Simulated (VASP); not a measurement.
Set up this calculation in VASP 6.6.1, as the native input.

| Property | Result |
| --- | --- |
| Task | single point |
| Functional | PBE |
| Dispersion | D3(BJ) |
| Potentials or basis | VASP PAW PBE potentials, release 64 (In_d, As) |
| Cutoff | 500 eV |
| k mesh | 6 × 6 × 6 |
| Occupations | gaussian, width 0.01 eV |
| Spin | no spin polarisation |
| Dipole correction | no |
| Further INCAR settings | ALGO = Normal; EDIFF = 1e-06; NBANDS = 16 |

The structure of InAs lies in POSCAR:

```
InAs
1.0
    0.0000000000      2.9352730775      2.9352730775
    2.9352730775      0.0000000000      2.9352730775
    2.9352730775      2.9352730775      0.0000000000
In As
1 1
Direct
    0.0000000000      0.0000000000      0.0000000000
    0.2500000000      0.2500000000      0.2500000000
```

The input as run:

INCAR

```
SYSTEM = InAs
PREC = Accurate
ENCUT = 500
EDIFF = 1E-6
ISMEAR = 0
SIGMA = 0.01
LREAL = .False.
LASPH = .True.
NELM = 120
ALGO = Normal
ISIF = 2
LWAVE = .False.
LCHARG = .False.
GGA = PE
IVDW = 12
NBANDS = 16
GGA_COMPAT = .False.
```

KPOINTS

```
Automatic mesh
0
Gamma
  6 6 6
  0 0 0
```

Potentials or basis: VASP PAW PBE potentials, release 64 (In_d, As).

Launch:

```bash
$ cat potpaw_PBE.64/In_d/POTCAR potpaw_PBE.64/As/POTCAR > POTCAR
$ mpirun -np 1 vasp_std > vasp.out
```

It gave:

```json
{
 "Pressure": "8.7 GPa",
 "Band gap on the k mesh": "0.26 eV, direct",
 "Dispersion energy per atom": "-0.356 eV"
}
```

Caveat: spin-orbit coupling is left out, which moves the levels of the heavy elements.

It took 26 s on 1 thread of Intel Xeon 8259CL, on a shared host, peak memory 0.18 GiB.
